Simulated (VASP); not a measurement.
A run of VASP 6.6.1 is set up as follows.

File INCAR:

```
ALGO = Normal ; DIPOL = 0.5 0.5 0.353
EDIFF = 1E-6 ; ENCUT = 1000
GGA = PS ; GGA_COMPAT = F
IDIPOL = 3 ; ISIF = 2
ISMEAR = 0 ; LASPH = T
LCHARG = F ; LDIPOL = T
LREAL = F ; LWAVE = F
NBANDS = 48 ; NELM = 120
NELMDL = -8 ; PREC = Accurate
SIGMA = 0.1
```

KPOINTS

```
k-points
0
Gamma
  9 6 1
```

POSCAR

```
Ti6O
1.0
    2.8999670177      0.0000000000      0.0000000000
    0.0000000000      4.5905806278      0.0000000000
    0.0000000000      0.0000000000     21.2062529549
Ti O
6 1
Direct
    0.0000000000      0.7500000000      0.1886236106
    0.5000000000      0.2500000000      0.2281000977
    0.5000000000      0.7500000000      0.3070530716
    0.0000000000      0.2500000000      0.3454090437
    0.0000000000      0.7500000000      0.4205530428
    0.5000000000      0.2500000000      0.4577071195
    0.5000000000      0.4500000000      0.5213297665
```

Potentials or basis: VASP PAW PBE potentials, release 64 (Ti_sv, O_h).

Launch:

```console
$ cat potpaw_PBE.64/Ti_sv/POTCAR potpaw_PBE.64/O_h/POTCAR > POTCAR
$ mpirun -np 1 vasp_std > vasp.out
```

Problem. Estimate the band gap on the k mesh.

Solution. Zero (bands 39 and 40 overlap by 0.49 eV).

Problem. Predict the largest force.

Solution. 1.427 eV/Å.

Forces on the atoms (eV/Å):
```
Ti   0.000  0.043  0.315
Ti   0.000 -0.051  0.111
Ti   0.000  0.081 -0.121
Ti   0.000 -0.117 -0.475
Ti   0.000 -0.371  0.146
Ti   0.000 -1.006 -0.107
O    0.000  1.421  0.131
```

Caveat: the PAW data sets were made with another functional, which shifts forces and pressure a little.
